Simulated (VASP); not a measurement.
A run of VASP 6.6.1:

INCAR

```
PREC = Accurate
ENCUT = 820
EDIFF = 1E-6
ISMEAR = -1
SIGMA = 0.15
LREAL = F
LASPH = T
NELM = 200
ALGO = Normal
ISIF = 2
LWAVE = F
LCHARG = F
MAGMOM = 0 0 0
LORBIT = 11
LSORBIT = T
GGA_COMPAT = F
LORBMOM = T
LMAXMIX = 4
GGA = PE
NBANDS = 30
```

The input KPOINTS:

```
Automatic mesh
0
Gamma
  4 4 4
```

The input POSCAR:

```
Cu
1.0
    0.0000000000      1.8171000000      1.8171000000
    1.8171000000      0.0000000000      1.8171000000
    1.8171000000      1.8171000000      0.0000000000
Cu
1
Direct
    0.0000000000      0.0000000000      0.0000000000
```

Potentials or basis: VASP PAW PBE potentials, release 64 (Cu_sv_GW).

Run with:

```console
$ cat potpaw_PBE.64/Cu_sv_GW/POTCAR > POTCAR
$ mpirun -np 1 vasp_ncl > vasp.out
```

Hardware: 1 thread of AMD EPYC 9R45 96-Core Processor (Zen 5) (shared host).

**Question.** How long does it take, and how much memory?

**Answer.** It took 11 s on 1 thread of AMD EPYC 9R45 96-Core Processor (Zen 5), with other jobs on the host, peak memory 0.18 GiB. Counts: scf iterations 12, k points 8.
